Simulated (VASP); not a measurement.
Set up this calculation in VASP 6.6.1, as the native input.

```
Task                   : relaxation of cell and atoms
Functional             : PBE
Dispersion             : D4
Potentials or basis    : VASP PAW PBE potentials, release 64 (Ag)
Cutoff                 : 600 eV
k mesh                 : 11 × 11 × 11
Occupations            : fermi-dirac, width 0.05 eV
Spin                   : no spin polarisation
Dipole correction      : no
Further INCAR settings : ALGO = Normal; EDIFF = 1e-07; IBRION = 2; EDIFFG = -0.005; NSW = 80; ISIF = 3
```

The structure of Ag lies in POSCAR:

```
Ag
1.0
    0.0000000000      2.0427500000      2.0427500000
    2.0427500000      0.0000000000      2.0427500000
    2.0427500000      2.0427500000      0.0000000000
Ag
1
Direct
    0.0000000000      0.0000000000      0.0000000000
```

One way to write it, as run:

INCAR

```
ALGO     = Normal         # electronic algorithm
EDIFF    = 1E-7           # SCF threshold, eV
EDIFFG   = -0.005         # ionic threshold
ENCUT    = 600            # plane-wave cutoff, eV
GGA      = PE             # functional
IBRION   = 2              # ionic algorithm
ISIF     = 3              # what is computed and relaxed
ISMEAR   = -1             # smearing method
IVDW     = 13             # dispersion correction
LASPH    = T              # aspherical terms in the spheres
LCHARG   = F              # write CHGCAR
LREAL    = F              # projectors in reciprocal space
LWAVE    = F              # write WAVECAR
NELM     = 100            # most SCF steps
NSW      = 80             # ionic steps
PREC     = Accurate       # precision mode
SIGMA    = 0.05           # smearing width, eV
```

KPOINTS

```
k-points
0
Gamma
  11 11 11
```

Potentials or basis: VASP PAW PBE potentials, release 64 (Ag).

Launch:

```console
$ cat potpaw_PBE.64/Ag/POTCAR > POTCAR
$ mpirun -np 1 vasp_std > vasp.out
```

It gave:

The relaxed volume is 16.93 Å³/atom, the relaxed cell is a = 2.882 Å, b = 2.882 Å, c = 2.882 Å, α = 60.00°, β = 60.00°, γ = 60.00° and the space group after relaxing (to 0.05 Å) is Fm-3m (No. 225). The energy gained by relaxing is 0.3 meV/atom. The ionic steps are 3 and the pressure after relaxing is 0.0 GPa. The dispersion energy per atom is -0.572 eV.

Caveat: pairwise dispersion overbinds metals, which lowers pressure and volume.

Run time: 11 s on 1 thread of AMD EPYC 9R45 96-Core Processor (Zen 5), on a shared host, peak memory 0.12 GiB.
